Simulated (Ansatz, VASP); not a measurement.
**One calculation of AlN, two programs**

INCAR

```
SYSTEM = AlN
  ALGO = Normal
  EDIFF = 1E-6
  ENCUT = 520
  GGA = PE
  ISIF = 2
  ISMEAR = 0
  LASPH = .True.
  LCHARG = .False.
  LREAL = .False.
  LWAVE = .False.
  NBANDS = 26
  NELM = 60
  PREC = Accurate
  SIGMA = 0.05
```

KPOINTS

```
k-points
0
Gamma
  8 6 4
  0 0 0
```

The input POSCAR:

```
AlN
1.0
   -1.6567491617      2.8695737234      0.0000000000
    0.0000000000      0.0000000000      4.1874629526
    4.9702474850      2.8695737234      0.0000000000
Al N
4 4
Direct
    0.4151234211      0.7500000000      0.1637253241
    0.0000000000      0.7500000000      0.6666666667
    0.0000000000      0.2500000000      0.3333333333
    0.5000000000      0.2500000000      0.8333333333
    0.5000000000      0.2500000000      0.1666666667
    0.0000000000      0.2500000000      0.6666666667
    0.0000000000      0.7500000000      0.3333333333
    0.5000000000      0.7500000000      0.8333333333
```

Input for Ansatz:

```yaml
crystal:
  lattice:
    - [-1.6567491617, 2.8695737234, 0.0]
    - [0.0, 0.0, 4.1874629526]
    - [4.970247485, 2.8695737234, 0.0]
  atoms:
    - { symbol: Al, position: [0.4151234211, 0.75, 0.1637253241] }
    - { symbol: Al, position: [0.0, 0.75, 0.6666666667] }
    - { symbol: Al, position: [0.0, 0.25, 0.3333333333] }
    - { symbol: Al, position: [0.5, 0.25, 0.8333333333] }
    - { symbol: "N", position: [0.5, 0.25, 0.1666666667] }
    - { symbol: "N", position: [0.0, 0.25, 0.6666666667] }
    - { symbol: "N", position: [0.0, 0.75, 0.3333333333] }
    - { symbol: "N", position: [0.5, 0.75, 0.8333333333] }
basis:
  ecutwfc: 420
kpoints:
  mp_grid: { grid: [8, 6, 4] }
hamiltonian:
  xc: pbe
  pseudopotentials: { kind: paw, azcp: { folder: soft_1 } }
scf:
  occupations: { method: gaussian, width: 0.05 }
output:
  forces: true
  stress: true
  eigenvalues: true
```

Alike in both runs: task single point; functional PBE; k mesh 8 × 6 × 4; occupations gaussian, width 0.05 eV; no spin polarisation.

|  | VASP | Ansatz |
| --- | --- | --- |
| version | VASP 6.6.1 | Ansatz 0.2.0 |
| potentials or method | VASP PAW PBE potentials, release 64 (Al, N), cutoff 520 eV | scalar-relativistic, plane waves, PAW |
| valence electrons in the cell | 32 | 32 |

|  | VASP | Ansatz | Ansatz less VASP |
| --- | --- | --- | --- |
| gap on the k mesh at the Fermi level (eV) | 3.18 | 3.17 | -0.009 |
| least direct gap on the mesh (eV) | 3.18 | 3.17 | -0.009 |
| pressure (GPa) | 3.0 | 3.2 | +0.17 |
| traceless stress, the component that is largest in VASP (GPa) | 7.24 | 7.26 | +0.025 |
| rms of the force components (eV/Å) | 1.437 | 1.432 | -0.0046 |

Atom by atom the forces differ by 0.005 eV/Å (rms over components).
